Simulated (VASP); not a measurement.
Set up this calculation in VASP 6.6.1, as the native input.

```
Task                   : single point
Functional             : PBE
Potentials or basis    : VASP PAW PBE potentials, release 64 (Cs_sv, Pb_d, Cl)
Cutoff                 : 520 eV
k mesh                 : 3 × 3 × 3
Occupations            : methfessel-paxton, width 0.1 eV
Spin                   : no spin polarisation
Dipole correction      : no
Further INCAR settings : ALGO = Normal; EDIFF = 1e-06; NBANDS = 30
```

The structure of CsPbCl3 lies in POSCAR:

```
CsPbCl3
1.0
    5.6050000000      0.0000000000      0.0000000000
    0.0000000000      5.6050000000      0.0000000000
    0.0000000000      0.0000000000      6.6050000000
Cs Pb Cl
1 1 3
Direct
    0.0000000000      0.0000000000      0.0000000000
    0.5000000000      0.5000000000      0.4242997729
    0.5000000000      0.5000000000      0.0000000000
    0.0000000000      0.5000000000      0.4242997729
    0.5000000000      0.0000000000      0.4242997729
```

One way to write it, as run:

INCAR

```
SYSTEM = CsPbCl3
ALGO = Normal ; EDIFF = 1E-6
ENCUT = 520 ; GGA = PE
ISIF = 2 ; ISMEAR = 1
LASPH = .True. ; LCHARG = .False.
LREAL = .False. ; LWAVE = .False.
NBANDS = 30 ; NELM = 80
PREC = Accurate ; SIGMA = 0.1
```

KPOINTS

```
k-points
0
Gamma
  3 3 3
  0 0 0
```

Potentials or basis: VASP PAW PBE potentials, release 64 (Cs_sv, Pb_d, Cl).

The run is started by

```bash
$ cat potpaw_PBE.64/Cs_sv/POTCAR potpaw_PBE.64/Pb_d/POTCAR potpaw_PBE.64/Cl/POTCAR > POTCAR
$ mpirun -np 1 vasp_std > vasp.out
```

Results of the run:

| Quantity | Value |
| --- | --- |
| Largest force | 0.182 eV/Å |
| Band gap on the k mesh | 3.80 eV, direct |

Caveat: spin-orbit coupling is left out, which moves the levels of the heavy elements.

Run time: 69 s on 1 thread of Intel(R) Xeon(R) Platinum 8175M CPU @ 2.50GHz (Skylake/Cascade Lake), on a shared host, peak memory 0.29 GiB.
